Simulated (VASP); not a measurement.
# Sn (I4_1/amd) in VASP: single point with PBEsol

Aim: the single point of Sn with PBEsol.

Everything below comes from runs of VASP 6.6.1. Logs are shortened: lines on timing, memory, paths and dates and some standing lists are left out, and cuts for length are marked.

### Step 1. The cell of the first run

Symmetry: I4_1/amd, No. 141, tetragonal system. The conventional cell has a = 4.626 Å, b = 4.626 Å, c = 6.934 Å, α = 90.00°, β = 90.00°, γ = 90.00°. Within 3.8 Å of Sn (site symmetry -4m2) lie 4 Sn at 2.89 Å.

### Step 2. Single point, PBEsol (strain +0.0600 x Voigt [1, 0, 0, 0, 0, 0])

INCAR reads:

```
SYSTEM = Sn
PREC = Accurate
ENCUT = 520
EDIFF = 1E-6
ISMEAR = 0
SIGMA = 0.15
LREAL = .False.
LASPH = .True.
NELM = 60
ALGO = Fast
ISIF = 2
LWAVE = .False.
LCHARG = .False.
GGA = PS
NBANDS = 21
```

KPOINTS reads:

```
regular mesh
0
Gamma
  16 16 16
  0 0 0
```

POSCAR reads:

```
Sn
1.0
    0.0000000000      3.2707792804      3.2707792804
    3.4670260372      0.0000000000      3.2707792804
    3.4670260372      3.2707792804      0.0000000000
Sn
2
Direct
    0.5000000000      0.5000000000      0.5000000000
    0.7500000000      0.7500000000      0.7500000000
```

Potentials or basis: VASP PAW PBE potentials, release 64 (Sn_d).

Launch:

```sh
$ cat potpaw_PBE.64/Sn_d/POTCAR > POTCAR
$ mpirun -np 1 vasp_std > vasp.out
```

OUTCAR:

```text
SYSTEM = Sn
   PREC = Accurate
   ENCUT = 520
   EDIFF = 1E-6
   ISMEAR = 0
   LREAL = .False.
   LASPH = .True.
   NELM = 60
   ISIF = 2
   GGA = PS

 ion  position               nearest neighbor table
   1  0.500  0.500  0.500-   2 2.89   2 2.89   2 2.89   2 2.89
   2  0.750  0.750  0.750-   1 2.89   1 2.89   1 2.89   1 2.89

  LATTYP: Found a body centered tetragonal cell.
 ALAT       =     4.6255804179
 C/A-ratio  =     1.4990663761

  Lattice vectors:

 A1 = (   3.4670260372,   0.0000000000,   3.2707792804)
 A2 = (   3.4670260372,   0.0000000000,  -3.2707792804)
 A3 = (  -3.4670260372,   3.2707792804,   0.0000000000)

Analysis of symmetry for initial positions (statically):
=====================================================================
 Subroutine PRICEL returns:
 Original cell was already a primitive cell.

 Routine SETGRP: Setting up the symmetry group for a
 body centered tetragonal supercell.

 Subroutine GETGRP returns: Found 16 space group operations
 (whereof  8 operations were pure point group operations)
 out of a pool of 16 trial point group operations.

The static configuration has the point symmetry D_2d.
 The point group associated with its full space group is D_4h.

Analysis of symmetry for dynamics (positions and initial velocities):
=====================================================================
 Subroutine PRICEL returns:
 Original cell was already a primitive cell.

 Routine SETGRP: Setting up the symmetry group for a
 body centered tetragonal supercell.

 Subroutine GETGRP returns: Found 16 space group operations
 (whereof  8 operations were pure point group operations)
 out of a pool of 16 trial point group operations.

The dynamic configuration has the point symmetry D_2d.
 The point group associated with its full space group is D_4h.

 Subroutine INISYM returns: Found 16 space group operations
 (whereof  8 operations are pure point group operations),
 and found     1 'primitive' translations

----------------------------------------------------------------------------------------

                                     Primitive cell

  volume of cell :      74.1805

  direct lattice vectors                    reciprocal lattice vectors
     0.000000000  3.270779280  3.270779280    -0.144215819  0.152868768  0.152868768
[... 80 lines left out ...]
   ISPIN  =      1    spin polarized calculation?
   LNONCOLLINEAR =      F non collinear calculations
   LSORBIT =      F    spin-orbit coupling
   LASPH  =      T    aspherical Exc in radial PAW
   ENCUT  =  520.0 eV  38.22 Ry    6.18 a.u.   8.60  8.86  8.86*2*pi/ulx,y,z
   NELM   =     60;   NELMIN=  2; NELMDL= -5     # of ELM steps
   EDIFF  = 0.1E-05   stopping-criterion for ELM
   LREAL  =      F    real-space projection
   EDIFFG = 0.1E-04   stopping-criterion for IOM
   NSW    =      0    number of steps for IOM
   IBRION =     -1    ionic relax: 0-MD 1-quasi-New 2-CG
   NFREE  =      0    steps in history (QN), initial steepest desc. (CG)
   ISIF   =      2    stress and relaxation
   ISYM   =      2    0-nonsym 1-usesym 2-fastsym
   POTIM  = 0.5000    time-step for ionic-motion
   TEBEG  =    0.0;   TEEND  =   0.0 temperature during run
   PSTRESS=    0.0 pullay stress
   NELECT =      28.0000    total number of electrons
   NUPDOWN=      -1.0000    fix difference up-down
   EMIN   =  10.00;   EMAX   =-10.00  energy-range for DOS
   EFERMI =   0.00;   METHOD = LEGACY
   ISMEAR =     0;   SIGMA  =   0.15  broadening in eV -4-tet -1-fermi 0-gaus
   EFERMI_NEDOS =   21; number of points for ismear=-14 and -15
   IALGO  =     68    algorithm
   IMIX   =      4    mixing-type and parameters
     AMIX     =   0.40;   BMIX     =  1.00
     AMIX_MAG =   1.60;   BMIX_MAG =  1.00
  volume/ion in A,a.u.               =      37.09       250.30
  Fermi-wavevector in a.u.,A,eV,Ry     =   1.183126  2.235784 19.045259  1.399787
  Thomas-Fermi vector in A             =   2.319367
   LORBIT       =      0    0 simple, 1 ext, 2 COOP (PROOUT), +10 PAW based schemes
   GGA     = PS    functional components
   LHFCALC =     F    Hartree Fock is set to
   AEXX    =    0.0000 exact exchange contribution
   IVDW    =     0    specifies the selected vdW correction
   LEPSILON=     F    determine dielectric tensor
   LRPA    =     F    only Hartree local field effects (RPA)
 non-spin polarized calculation
 RMM-DIIS sequential band-by-band and
 Gauss-broadening in eV      SIGMA  =   0.15
  energy-cutoff  :      520.00
  volume of cell :       74.18
 maximum number of plane-waves:      2044
   NGX = 17   NGY = 17   NGZ = 17

 number of electron      28.0000007 magnetization

 Free energy of the ion-electron system (eV)
  ---------------------------------------------------
  ext. energy  EPLUGINS =         0.00000000
  ---------------------------------------------------
  free energy    TOTEN  =        -8.42022461 eV

  energy without entropy =       -8.41857015  energy(sigma->0) =       -8.41939738

 E-fermi :   4.6711     XC(G=0):  -8.7153

 val. band max:        4.6664876012   @ k =   0.0000   0.0625   0.0625
 cond. band min:       4.6925922836   @ k =   0.1875   0.0625   0.0625
 fundamental gap:      0.0261046823
 Fermi energy:         4.6710694366

 k-point     1 :       0.0000    0.0000    0.0000
  band No.  band energies     occupation
      1     -16.8017      2.00000
      2     -16.8017      2.00000
      3     -16.7862      2.00000
      4     -16.7482      2.00000
      5     -16.7455      2.00000
      6     -16.5188      2.00000
[... 565 lines left out ...]
     20      11.1836      0.00000
     21      12.0481      0.00000

 [... further k-points ...]

------------------------ aborting loop because EDIFF is reached ----------------------------------------

  FORCE on cell =-STRESS in cart. coord.  units (eV):
  Direction    XX          YY          ZZ          XY          YZ          ZX
  --------------------------------------------------------------------------------------
  -------------------------------------------------------------------------------------
  Total       -1.6152197     -0.7490067     -0.7490067      0.0000000      0.0000000      0.0000000
  in kB      -34.8861161    -16.1773247    -16.1773247      0.0000000      0.0000000      0.0000000
  external PRESSURE =     -22.4135885 kB  Pullay stress =       0.0000000 kB

 VOLUME and BASIS-vectors are now :
 -----------------------------------------------------------------------------
  energy-cutoff  :      520.00
  volume of cell :       74.18
      direct lattice vectors                 reciprocal lattice vectors
     0.000000000  3.270779280  3.270779280    -0.144215819  0.152868768  0.152868768
     3.467026037  0.000000000  3.270779280     0.144215819 -0.152868768  0.152868768
     3.467026037  3.270779280  0.000000000     0.144215819  0.152868768 -0.152868768

 POSITION                                       TOTAL-FORCE (eV/Angst)
 -----------------------------------------------------------------------------------
      3.46703      3.27078      3.27078         0.000000      0.000000      0.000000
      5.20054      4.90617      4.90617        -0.000000     -0.000000     -0.000000
 -----------------------------------------------------------------------------------
    total drift:                                0.000000      0.000000      0.000000

  FREE ENERGIE OF THE ION-ELECTRON SYSTEM (eV)
  ---------------------------------------------------
  free  energy   TOTEN  =        -8.4202246080 eV

  energy  without entropy=       -8.4185701485  energy(sigma->0) =       -8.41939738
```

OSZICAR:

```text
N       E                     dE             d eps       ncg     rms          rms(c)
DAV:   1     0.228487597246E+03    0.22849E+03   -0.14834E+04 14843   0.187E+03
DAV:   2     0.167236913947E+02   -0.21176E+03   -0.20738E+03 14738   0.444E+02
DAV:   3    -0.767818798081E+01   -0.24402E+02   -0.24261E+02 17263   0.140E+02
DAV:   4    -0.847560767937E+01   -0.79742E+00   -0.79713E+00 16578   0.287E+01
DAV:   5    -0.850341860233E+01   -0.27811E-01   -0.27810E-01 21478   0.522E+00    0.287E+00
RMM:   6    -0.844606400727E+01    0.57355E-01   -0.32423E-02 18098   0.224E+00    0.167E+00
RMM:   7    -0.841854444663E+01    0.27520E-01   -0.50644E-02 18109   0.245E+00    0.156E-01
RMM:   8    -0.841971173581E+01   -0.11673E-02   -0.99157E-03 18772   0.908E-01    0.649E-02
RMM:   9    -0.842018392222E+01   -0.47219E-03   -0.29253E-03 23081   0.455E-01    0.306E-02
RMM:  10    -0.842021394806E+01   -0.30026E-04   -0.24124E-04 19498   0.158E-01    0.942E-03
RMM:  11    -0.842022454748E+01   -0.10599E-04   -0.10705E-04 24891   0.794E-02    0.845E-03
RMM:  12    -0.842022460805E+01   -0.60571E-07   -0.68796E-06 17919   0.257E-02
   1 F= -.84202246E+01 E0= -.84193974E+01  d E =-.165446E-02
```

It took 3 min on 1 thread of Intel Xeon 6975P-C (Granite Rapids), shared host; peak memory 0.53 GiB.

Results:

```yaml
Free_energy: -8.4202 eV
Pressure: -2.2 GPa
Band_gap_on_the_k_mesh: zero (band 14 reaches 4.88 eV, above the bottom of band 15 at 4.42 eV)
```

Caveat: the cell differs from its parent crystal (strain +0.0600 x Voigt [1, 0, 0, 0, 0, 0]); the PAW data sets were made with another functional, which shifts forces and pressure a little; spin-orbit coupling is left out, which moves the levels of the heavy elements.
